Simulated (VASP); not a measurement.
Input of a VASP 6.6.1 run:

Contents of POSCAR:

```
Ge
1.0
    0.0000000000      2.8368735121      2.8368735121
    2.8368735121      0.0000000000      2.8368735121
    2.8368735121      2.8368735121      0.0000000000
Ge
2
Direct
    0.0000000000      0.0000000000      0.0000000000
    0.2500000000      0.2500000000      0.2500000000
```

The input INCAR.step1:

```
PREC = Accurate ; ENCUT = 520
EDIFF = 1E-5 ; ISMEAR = -1
SIGMA = 0.02 ; LREAL = False
LASPH = True ; NELM = 60
ALGO = Normal ; ISIF = 2
LWAVE = True ; LCHARG = False
NBANDS = 21 ; GGA = PE
```

File INCAR.step2:

```
PREC = Accurate ; ENCUT = 520
EDIFF = 1E-6 ; ISMEAR = -1
SIGMA = 0.02 ; LREAL = False
LASPH = True ; NELM = 60
ALGO = Normal ; ISIF = 2
LWAVE = False ; LCHARG = False
GGA = PE ; LHFCALC = True
AEXX = 0.2 ; PRECFOCK = Normal
NBANDS = 21 ; ISTART = 1
```

KPOINTS

```
Automatic mesh
0
Gamma
  4 4 4
```

Potentials or basis: VASP PAW PBE potentials, release 64 (Ge_d).

Command:

```console
$ cat potpaw_PBE.64/Ge_d/POTCAR > POTCAR
$ cp INCAR.step1 INCAR
$ mpirun -np 1 vasp_std > vasp.out
$ cp INCAR.step2 INCAR
$ mpirun -np 1 vasp_std > vasp.out
```

**Question.** Estimate the pressure.

**Answer.** 0.8 GPa.

**Question.** Predict the band gap on the k mesh.

**Answer.** 1.25 eV, direct.

Caveat: the k points lie up to 0.48 Å⁻¹ apart; the PAW data sets were made with another functional, which shifts forces and pressure a little. A k mesh can miss the band edges.
